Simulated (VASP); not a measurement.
Runs of VASP 6.6.1 on Ni. The structure is that of space group Im-3m (No. 229), or close to it. The cells are those of the table. This isn't the form of Ni at room conditions, which is fcc.

```tsv
cell	gap on the mesh (eV)	pressure (GPa)
a = 2.547 Å, angles 109.5°, 1 atom	none	-33.2
a = 2.444 Å, angles 109.5°, 1 atom	none	-21.4
a = 2.297 Å, angles 109.5°, 1 atom	none	(b)
a = 2.243 Å, angles 109.5°, 1 atom	none	(a)
a = 2.397 Å, angles 109.5°, 1 atom	none	-11.9
```

Alike in all rows: task single point; level LDA; potentials or basis VASP PAW LDA potentials, release 64 (Ni); no spin polarisation; k mesh 17 × 17 × 17; cutoff (eV) 520; smearing fermi-dirac 0.05 eV.

**Question.** Estimate the missing entries.

**Answer.** (a) 51.5; (b) 22.2.

Caveats: the run has no spin polarisation, though such a crystal can be magnetic; the cell stands under tension (at least some runs); the cell stands under pressure (at least some runs).

A gap of «none» marks levels without a gap at the run's occupations.
